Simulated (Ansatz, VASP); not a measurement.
LiF in VASP and in Ansatz

INCAR

```
  PREC = Accurate
  ENCUT = 520
  EDIFF = 1E-7
  ISMEAR = 0
  SIGMA = 0.05
  LREAL = F
  LASPH = T
  NELM = 80
  ALGO = Normal
  ISIF = 2
  LWAVE = F
  LCHARG = F
  GGA = PE
  NBANDS = 18
```

Contents of KPOINTS:

```
Automatic mesh
0
Gamma
  9 9 6
```

POSCAR

```
LiF
1.0
    3.0932795901      0.0000000000      0.0000000000
   -1.5466397950      2.6788587060      0.0000000000
    0.0000000000      0.0000000000      5.0058543606
Li F
2 2
Direct
    0.3333333333      0.6666666667      0.4320721835
    0.6666666667      0.3333333333      0.9320721835
    0.3333333333      0.6666666667      0.9939266766
    0.6666666667      0.3333333333      0.4939266766
```

Input for Ansatz:

```yaml
crystal:
  lattice:
    - [3.0932795901, 0.0, 0.0]
    - [-1.546639795, 2.678858706, 0.0]
    - [0.0, 0.0, 5.0058543606]
  atoms:
    - { symbol: Li, position: [0.3333333333, 0.6666666667, 0.4320721835] }
    - { symbol: Li, position: [0.6666666667, 0.3333333333, 0.9320721835] }
    - { symbol: F, position: [0.3333333333, 0.6666666667, 0.9939266766] }
    - { symbol: F, position: [0.6666666667, 0.3333333333, 0.4939266766] }
basis:
  ecutwfc: 520.0
kpoints:
  mp_grid: { grid: [9, 9, 6] }
hamiltonian:
  xc: pbe
scf:
  occupations: { method: gaussian, width: 0.05 }
output:
  forces: true
  stress: true
  eigenvalues: true
```

Alike in both runs: task single point; functional PBE; k mesh 9 × 9 × 6; occupations gaussian, width 0.05 eV; no spin polarisation.

|  | VASP | Ansatz |
| --- | --- | --- |
| version | VASP 6.6.1 | Ansatz 0.2.0 |
| potentials or method | VASP PAW PBE potentials, release 64 (Li_sv, F), cutoff 520 eV | scalar-relativistic, plane waves, PAW |
| valence electrons in the cell | 20 | 20 |

VASP gave:

- gap on the k mesh at the Fermi level (eV): 7.40
- least direct gap on the mesh (eV): 7.40
- rms of the force components (eV/Å): 0.173

Estimate Ansatz's values.

gap on the k mesh at the Fermi level (eV): 7.42; least direct gap on the mesh (eV): 7.42; rms of the force components (eV/Å): 0.165.

Atom by atom the forces differ by 0.008 eV/Å (rms over components).

Noted on VASP's run: the cutoff is short for stress, so the pressure is rough.
